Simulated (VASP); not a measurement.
# Si62Sb (a cell with a defect) in VASP: a series of runs

Runs on Si62Sb (a cell with a defect). Level: PBE. Tasks: single point.

Program: VASP 6.6.1. These are calculated values, not measurements. Logs are shortened: lines on timing, memory, paths and dates and some standing lists are left out, and cuts for length are marked.

### 1 The cell of the first run

The cell holds a defect, 63 atoms: a = 10.860 Å, b = 10.860 Å, c = 10.860 Å, α = 90.00°, β = 90.00°, γ = 90.00°.

### 2 Single point, PBE, collinear spin, zero start

Input file INCAR:

```
ALGO = Normal
EDIFF = 1E-6
ENCUT = 520
GGA = PE
ISIF = 2
ISMEAR = 0
ISPIN = 2
LASPH = T
LCHARG = T
LELF = T
LORBIT = 11
LREAL = Auto
LVHAR = T
LWAVE = F
MAGMOM = 0 0 0 0 0 0 0 0 0 0 0 0 0 0 0 0 0 0 0 0 0 0 0 0 0 0 0 0 0 0 0 0 0 0 0 0 0 0 0 0 0 0 0 0 0 0 0 0 0 0 0 0 0 0 0 0 0 0 0 0 0 0 0
NBANDS = 168
NELM = 150
PREC = Accurate
SIGMA = 0.05
```

Input file KPOINTS:

```
k-points
0
Gamma
  1 1 1
```

Input file POSCAR:

```
Si62Sb
1.0
   10.8600000000      0.0000000000      0.0000000000
    0.0000000000     10.8600000000      0.0000000000
    0.0000000000      0.0000000000     10.8600000000
Si Sb
62 1
Direct
    0.4976159300     -0.0002750460      0.0000661142
    0.6243890424      0.1252476980      0.1237348066
    0.7499201657      0.2519939227      0.0001129834
    0.8767383978      0.3735436464      0.1258016575
    0.7493464088      0.0002780847      0.2485500000
    0.8732454880      0.1238499079      0.3754791897
   -0.0024100368     -0.0001929098     -0.0022839779
    0.1254832413      0.1241437385      0.1229499079
    0.2487491713      0.2513791897     -0.0015632597
    0.3748405157      0.3749217311      0.1244960405
    0.4983829650      0.5009677716     -0.0015570902
    0.6256148250      0.6242864641      0.1229182320
    0.7499369245      0.7521884899     -0.0023488950
    0.8744886740      0.8752431860      0.1241081952
    0.2503900552     -0.0002646409      0.2473204420
    0.3740527624      0.1252736648      0.3740322284
    0.4995571823      0.2501245856      0.2492084715
    0.6243907919      0.3756577348      0.3740047882
    0.7499987109      0.4993261510      0.2472912523
    0.8737076427      0.6249391344      0.3726602210
    0.4989008287      0.0003686004      0.4990465009
    0.6258320442      0.1239344383      0.6229511050
    0.7493343462      0.2508509208      0.4989831492
    0.8744868324      0.3751903315      0.6240964088
    0.7480245856      0.0017411602      0.7530599448
    0.8736744936      0.1267383978      0.8744234807
   -0.0013878453      0.5009753223     -0.0017100368
    0.1238558932      0.6257785451      0.1228662983
    0.2486918969      0.7510127993     -0.0016793738
    0.3761291897      0.8729029466      0.1258280847
    0.0007482505      0.2485819521      0.2507891344
    0.1254309392      0.3764406998      0.3752390424
    0.2487143646      0.5009399632      0.2479803867
    0.3731422652      0.6242389503      0.3752996317
    0.5011072744      0.7489188766      0.2508088398
    0.6258071823      0.8763976059      0.3755590239
    0.0033764273      0.0016635359      0.4976930939
    0.1247530387      0.1267320442      0.6233168508
    0.2504212707      0.2520353591      0.4995658379
    0.3761937385      0.3734885820      0.6263616943
    0.4976298343      0.4992865562      0.4995510129
    0.6229253223      0.6249139042      0.6233201657
    0.7480149171      0.7462028545      0.4977197974
    0.2481269797     -0.0001536832      0.7472165746
    0.3732499079      0.1241316759      0.8751687845
    0.5010998158      0.2485561694      0.7504595764
    0.6255984346      0.3764465009      0.8751640884
    0.7498363720      0.5015161142      0.7471332413
    0.8714610497      0.6230767035      0.8761279926
   -0.0006267035      0.7502845304      0.2485611418
    0.1246798343      0.8760018416      0.3726383057
   -0.0024189687      0.5016638122      0.4996443831
    0.1264350829      0.6232340700      0.6214625230
    0.2480211786      0.7521903315      0.4996287293
    0.3744966851      0.8752379374      0.6241440147
   -0.0006055249      0.2507244015      0.7490407919
    0.1239192449      0.3764321363      0.8735013812
    0.2487238490      0.5009795580      0.7482223757
    0.3732934622      0.6257645488      0.8735471455
    0.4989511050      0.7502907919      0.7490339779
    0.6229597606      0.8760542357      0.8743767035
    0.1265632597      0.8781573665      0.8761337017
    0.9074194291      0.8422925414      0.6572022099
```

Potentials or basis: VASP PAW PBE potentials, release 64 (Si, Sb).

On the command line:

```bash
cat potpaw_PBE.64/Si/POTCAR potpaw_PBE.64/Sb/POTCAR > POTCAR
mpirun -np 1 vasp_gam > vasp.out
```

OUTCAR:

```text
EDIFF = 1E-6
   ENCUT = 520
   GGA = PE
   ISIF = 2
   ISMEAR = 0
   ISPIN = 2
   LASPH = T
   LORBIT = 11
   LREAL = Auto
   NELM = 150
   PREC = Accurate

 ion  position               nearest neighbor table
   1  0.498  1.000  0.000-  45 2.34  30 2.35  61 2.35   2 2.36
   2  0.624  0.125  0.124-   5 2.35  17 2.35   3 2.36   1 2.36
   3  0.750  0.252  0.000-  47 2.34   4 2.35  26 2.35   2 2.36
   4  0.877  0.374  0.126-  31 2.34  19 2.35   3 2.35  27 2.36
   5  0.749  0.000  0.249-   6 2.35  36 2.35  14 2.35   2 2.35
   6  0.873  0.124  0.375-   5 2.35  23 2.35  37 2.35  31 2.36
[... 54 lines left out ...]
  61  0.623  0.876  0.874-  25 2.33  13 2.35   1 2.35  60 2.35
  62  0.127  0.878  0.876-  29 2.33  44 2.33   7 2.33  63 3.39
  63  0.907  0.842  0.657-  25 2.66  37 2.66  43 2.66  53 3.39  62 3.39  49 3.39

  LATTYP: Found a simple cubic cell.
 ALAT       =    10.8600000000

  Lattice vectors:

 A1 = (  10.8600000000,   0.0000000000,   0.0000000000)
 A2 = (   0.0000000000,  10.8600000000,   0.0000000000)
 A3 = (   0.0000000000,   0.0000000000,  10.8600000000)

Analysis of symmetry for initial positions (statically):
=====================================================================
 Subroutine PRICEL returns:
 Original cell was already a primitive cell.

 Routine SETGRP: Setting up the symmetry group for a
 simple cubic supercell.

 Subroutine GETGRP returns: Found  1 space group operations
 (whereof  1 operations were pure point group operations)
 out of a pool of 48 trial point group operations.

The static configuration has the point symmetry C_1 .

Analysis of symmetry for dynamics (positions and initial velocities):
=====================================================================
 Subroutine PRICEL returns:
 Original cell was already a primitive cell.

 Routine SETGRP: Setting up the symmetry group for a
 simple cubic supercell.

 Subroutine GETGRP returns: Found  1 space group operations
 (whereof  1 operations were pure point group operations)
 out of a pool of 48 trial point group operations.

The dynamic configuration has the point symmetry C_1 .

Analysis of structural, dynamic, and magnetic symmetry:
=====================================================================
 Subroutine PRICEL returns:
 Original cell was already a primitive cell.

 Routine SETGRP: Setting up the symmetry group for a
 simple cubic supercell.

 Subroutine GETGRP returns: Found  1 space group operations
 (whereof  1 operations were pure point group operations)
 out of a pool of 48 trial point group operations.

The overall configuration has the point symmetry C_1 .

 Subroutine INISYM returns: Found  1 space group operations
 (whereof  1 operations are pure point group operations),
 and found     1 'primitive' translations

----------------------------------------------------------------------------------------

                                     Primitive cell

  volume of cell :    1280.8241

  direct lattice vectors                    reciprocal lattice vectors
    10.860000000  0.000000000  0.000000000     0.092081031  0.000000000  0.000000000
     0.000000000 10.860000000  0.000000000     0.000000000  0.092081031  0.000000000
     0.000000000  0.000000000 10.860000000     0.000000000  0.000000000  0.092081031

  length of vectors
    10.860000000 10.860000000 10.860000000     0.092081031  0.092081031  0.092081031

  position of ions in fractional coordinates (direct lattice)
     0.497615930  0.999724954  0.000066114
     0.624389042  0.125247698  0.123734807
     0.749920166  0.251993923  0.000112983
     0.876738398  0.373543646  0.125801657
     0.749346409  0.000278085  0.248550000
     0.873245488  0.123849908  0.375479190
[... 55 lines left out ...]
     0.126563260  0.878157366  0.876133702
     0.907419429  0.842292541  0.657202210

  ion indices of the primitive-cell ions
   primitive index   ion index
                 1           1
                 2           2
                 3           3
[... 106 lines left out ...]
   ENCUT  =  520.0 eV  38.22 Ry    6.18 a.u.  20.19 20.19 20.19*2*pi/ulx,y,z
   NELM   =    150;   NELMIN=  2; NELMDL= -5     # of ELM steps
   EDIFF  = 0.1E-05   stopping-criterion for ELM
   LREAL  =      T    real-space projection
   EDIFFG = 0.1E-04   stopping-criterion for IOM
   NSW    =      0    number of steps for IOM
   IBRION =     -1    ionic relax: 0-MD 1-quasi-New 2-CG
   NFREE  =      0    steps in history (QN), initial steepest desc. (CG)
   ISIF   =      2    stress and relaxation
   ISYM   =      2    0-nonsym 1-usesym 2-fastsym
   POTIM  = 0.5000    time-step for ionic-motion
   TEBEG  =    0.0;   TEEND  =   0.0 temperature during run
   PSTRESS=    0.0 pullay stress
   NELECT =     253.0000    total number of electrons
   NUPDOWN=      -1.0000    fix difference up-down
   EMIN   =  10.00;   EMAX   =-10.00  energy-range for DOS
   EFERMI =   0.00;   METHOD = LEGACY
   ISMEAR =     0;   SIGMA  =   0.05  broadening in eV -4-tet -1-fermi 0-gaus
   EFERMI_NEDOS =   21; number of points for ismear=-14 and -15
   IALGO  =     38    algorithm
   IMIX   =      4    mixing-type and parameters
     AMIX     =   0.40;   BMIX     =  1.00
     AMIX_MAG =   1.60;   BMIX_MAG =  1.00
  volume/ion in A,a.u.               =      20.33       137.20
  Fermi-wavevector in a.u.,A,eV,Ry     =   0.953422  1.801706 12.367880  0.909014
  Thomas-Fermi vector in A             =   2.082076
   LORBIT       =     11    0 simple, 1 ext, 2 COOP (PROOUT), +10 PAW based schemes
   GGA     = PE    functional components
   LHFCALC =     F    Hartree Fock is set to
   AEXX    =    0.0000 exact exchange contribution
   IVDW    =     0    specifies the selected vdW correction
   LEPSILON=     F    determine dielectric tensor
   LRPA    =     F    only Hartree local field effects (RPA)
 spin polarized calculation
 Gauss-broadening in eV      SIGMA  =   0.05
  energy-cutoff  :      520.00
  volume of cell :     1280.82
 maximum number of plane-waves:     17229
 NGX is ok and might be reduce to    84
   NGX = 41   NGY = 41   NGZ = 41

 number of electron     252.9999991 magnetization       0.0002420

 number of electron     252.9999991 magnetization      -0.0000836

 Free energy of the ion-electron system (eV)
  ---------------------------------------------------
  ext. energy  EPLUGINS =         0.00000000
  ---------------------------------------------------
  free energy    TOTEN  =      -330.90859916 eV

  energy without entropy =     -330.86340931  energy(sigma->0) =     -330.88600424

 E-fermi :   6.3884     XC(G=0):  -9.3696

 val. band max:        6.1421150355   @ k =   0.0000   0.0000   0.0000
 cond. band min:       6.4121836070   @ k =   0.0000   0.0000   0.0000
 fundamental gap:      0.2700685715
 Fermi energy:         6.3883922194

 spin component 1

 k-point     1 :       0.0000    0.0000    0.0000
  band No.  band energies     occupation
      1      -6.1494      1.00000
      2      -5.1082      1.00000
      3      -5.0899      1.00000
      4      -5.0894      1.00000
      5      -5.0843      1.00000
      6      -5.0839      1.00000
[... 130 lines left out ...]
    137       7.0327      0.00000
    138       7.0352      0.00000
 Fermi energy:         6.3883922194

 spin component 2

 k-point     1 :       0.0000    0.0000    0.0000
  band No.  band energies     occupation
      1      -6.1494      1.00000
      2      -5.1082      1.00000
      3      -5.0899      1.00000
      4      -5.0894      1.00000
      5      -5.0843      1.00000
      6      -5.0839      1.00000
[... 130 lines left out ...]
    137       7.0327      0.00000
    138       7.0352      0.00000
 [bands above 138 left out]

------------------------ aborting loop because EDIFF is reached ----------------------------------------

  FORCE on cell =-STRESS in cart. coord.  units (eV):
  Direction    XX          YY          ZZ          XY          YZ          ZX
  --------------------------------------------------------------------------------------
  -------------------------------------------------------------------------------------
  Total       20.2780990     20.3074295     20.2248093     -0.6476367     -0.6135062      0.6280339
  in kB       25.3657873     25.4024767     25.2991274     -0.8101259     -0.7674323      0.7856049
  external PRESSURE =      25.3557971 kB  Pullay stress =       0.0000000 kB

 VOLUME and BASIS-vectors are now :
 -----------------------------------------------------------------------------
  energy-cutoff  :      520.00
  volume of cell :     1280.82
      direct lattice vectors                 reciprocal lattice vectors
    10.860000000  0.000000000  0.000000000     0.092081031  0.000000000  0.000000000
     0.000000000 10.860000000  0.000000000     0.000000000  0.092081031  0.000000000
     0.000000000  0.000000000 10.860000000     0.000000000  0.000000000  0.092081031

 POSITION                                       TOTAL-FORCE (eV/Angst)
 -----------------------------------------------------------------------------------
      5.40411     10.85701      0.00072         0.002343      0.008767      0.000943
      6.78087      1.36019      1.34376         0.000786     -0.004250     -0.005339
      8.14413      2.73665      0.00123        -0.007231      0.001275     -0.004504
      9.52138      4.05668      1.36621         0.009988     -0.005164      0.002491
      8.13790      0.00302      2.69925        -0.003904      0.003224     -0.007189
      9.48345      1.34501      4.07770        -0.002558      0.000554      0.000106
[... 55 lines left out ...]
      1.37448      9.53679      9.51481         0.006374     -0.006843      0.008761
      9.85458      9.14730      7.13722         0.028184     -0.032649      0.027282
 -----------------------------------------------------------------------------------
    total drift:                               -0.011585      0.015942     -0.020497

  FREE ENERGIE OF THE ION-ELECTRON SYSTEM (eV)
  ---------------------------------------------------
  free  energy   TOTEN  =      -330.9085991628 eV

  energy  without entropy=     -330.8634093097  energy(sigma->0) =     -330.88600424

 total charge

# of ion       s       p       d       tot
------------------------------------------
    1        0.740   0.959   0.000   1.699
    2        0.740   0.955   0.000   1.695
    3        0.740   0.960   0.000   1.699
    4        0.743   0.951   0.000   1.693
    5        0.737   0.961   0.000   1.699
    6        0.740   0.956   0.000   1.696
[... 55 lines left out ...]
   62        0.777   0.881   0.000   1.658
   63        1.236   1.181   0.035   2.452
--------------------------------------------------
tot         47.284  60.127   0.035 107.446

 magnetization (x)

# of ion       s       p       d       tot
------------------------------------------
    1        0.000  -0.000   0.000  -0.000
    2       -0.000  -0.000   0.000  -0.000
    3       -0.000  -0.000   0.000  -0.000
    4        0.000   0.000   0.000   0.000
    5       -0.000   0.000   0.000   0.000
    6        0.000   0.000   0.000   0.000
[... 55 lines left out ...]
   62        0.000   0.000   0.000   0.000
   63        0.000  -0.000  -0.000  -0.000
--------------------------------------------------
tot         -0.000  -0.000  -0.000  -0.000
```

Wall time 9.6 min (1 thread of Intel Xeon 6975P-C (Granite Rapids), shared host); peak memory 1.5 GiB.

What came out:

* Free energy: -330.9086 eV
* Pressure: 2.5 GPa
* Largest force: 0.051 eV/Å
* Net moment: 0.00 μB per cell
* Valence electrons inside the program's atomic spheres: Si 1.70, 1.69, 1.68, 1.66 (each value once); Sb 2.45

Forces on the atoms (eV/Å):
```
Si   0.002  0.009  0.001
Si   0.001 -0.004 -0.005
Si  -0.007  0.001 -0.005
Si   0.010 -0.005  0.002
Si  -0.004  0.003 -0.007
Si  -0.003  0.001  0.000
Si  -0.011  0.001 -0.001
Si   0.005 -0.002 -0.003
Si   0.002  0.004  0.002
Si   0.004 -0.007  0.006
Si  -0.001 -0.001  0.001
Si   0.002 -0.007 -0.002
Si  -0.002  0.011  0.001
Si  -0.001 -0.001 -0.003
Si  -0.003  0.006 -0.001
Si  -0.003 -0.002  0.005
Si  -0.003  0.002 -0.005
Si   0.003  0.008  0.002
Si  -0.014 -0.002  0.000
Si   0.004 -0.003 -0.001
Si  -0.011  0.005 -0.003
Si  -0.001 -0.002 -0.004
Si  -0.002  0.008 -0.004
Si  -0.001 -0.001 -0.001
Si  -0.026  0.022  0.015
Si   0.005  0.002  0.003
Si   0.002 -0.002  0.002
Si   0.004 -0.004 -0.003
Si   0.002  0.001  0.002
Si   0.002 -0.007  0.001
Si  -0.003 -0.002  0.002
Si   0.008  0.005  0.003
Si   0.000  0.001  0.001
Si   0.003 -0.005 -0.005
Si  -0.001  0.002  0.005
Si   0.002  0.000 -0.002
Si   0.012  0.025 -0.023
Si   0.003  0.000  0.003
Si  -0.004 -0.001 -0.010
Si   0.001 -0.002  0.010
Si  -0.001  0.000 -0.009
Si  -0.001 -0.005  0.004
Si  -0.021 -0.006 -0.024
Si  -0.004 -0.002 -0.015
Si  -0.002  0.001  0.008
Si   0.004  0.003  0.000
Si  -0.004 -0.003  0.006
Si   0.003  0.007 -0.010
Si   0.008 -0.006  0.006
Si   0.002 -0.003  0.004
Si   0.005 -0.003 -0.002
Si  -0.009  0.001 -0.002
Si   0.007  0.001 -0.004
Si  -0.007  0.006  0.003
Si   0.000  0.002 -0.002
Si   0.002  0.001  0.002
Si   0.003  0.004  0.004
Si   0.008 -0.005  0.010
Si  -0.006 -0.003  0.001
Si   0.001 -0.001  0.005
Si  -0.001 -0.004  0.000
Si   0.006 -0.007  0.009
Sb   0.028 -0.033  0.027
```

Stress tensor (GPa, compression positive):
```
 2.54 -0.08  0.08
-0.08  2.54 -0.08
 0.08 -0.08  2.53
```

Levels at points of the mesh, in eV from the Fermi level:
Spin up:
```csv
k point,band 123,band 124,band 125,band 126,band 127,band 128,band 129,band 130
"(0.00, 0.00, 0.00)",-0.94,-0.94,-0.92,-0.25,0.02,0.02,0.11,0.11
```
Spin down:
| k point | band 123 | band 124 | band 125 | band 126 | band 127 | band 128 | band 129 | band 130 |
| --- | --- | --- | --- | --- | --- | --- | --- | --- |
| (0.00, 0.00, 0.00) | -0.94 | -0.94 | -0.92 | -0.25 | 0.02 | 0.02 | 0.11 | 0.11 |

Caveat: the k points lie up to 0.58 Å⁻¹ apart; no moment was typed at the start, so none could form; spin-orbit coupling is left out, which moves the levels of the heavy elements.

[end of part 1 of 2]
